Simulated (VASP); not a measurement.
A run of VASP 6.6.1 is set up as follows.

INCAR

```
SYSTEM = Ti2C
PREC = Accurate ; ENCUT = 520
EDIFF = 1E-6 ; ISMEAR = 0
SIGMA = 0.1 ; LREAL = .False.
LASPH = .True. ; NELM = 80
ALGO = Normal ; ISIF = 2
LWAVE = .False. ; LCHARG = .True.
GGA = PS ; LELF = .True.
LVHAR = .True. ; NBANDS = 21
```

File KPOINTS:

```
Automatic mesh
0
Gamma
  18 18 18
  0 0 0
```

The input POSCAR:

```
Ti2C
1.0
    1.5385369053      0.8882746965      4.8386943854
   -1.5385369053      0.8882746965      4.8386943854
    0.0000000000     -1.7765493929      4.8386943854
Ti C
2 1
Direct
    0.2446156192      0.2446156192      0.2446156192
    0.7553843808      0.7553843808      0.7553843808
    0.5000000000      0.5000000000      0.5000000000
```

Potentials or basis: VASP PAW PBE potentials, release 64 (Ti_sv, C).

Launch:

```bash
$ cat potpaw_PBE.64/Ti_sv/POTCAR potpaw_PBE.64/C/POTCAR > POTCAR
$ mpirun -np 1 vasp_std > vasp.out
```

(1) Estimate the band gap on the k mesh.

(2) Estimate the pressure.

(3) What does it give for the largest force?

## Answers

(1) zero (bands 14 and 15 overlap by 0.96 eV).

(2) -3.8 GPa.

(3) 0.024 eV/Å.

Caveat: the cell stands under tension; the PAW data sets were made with another functional, which shifts forces and pressure a little.
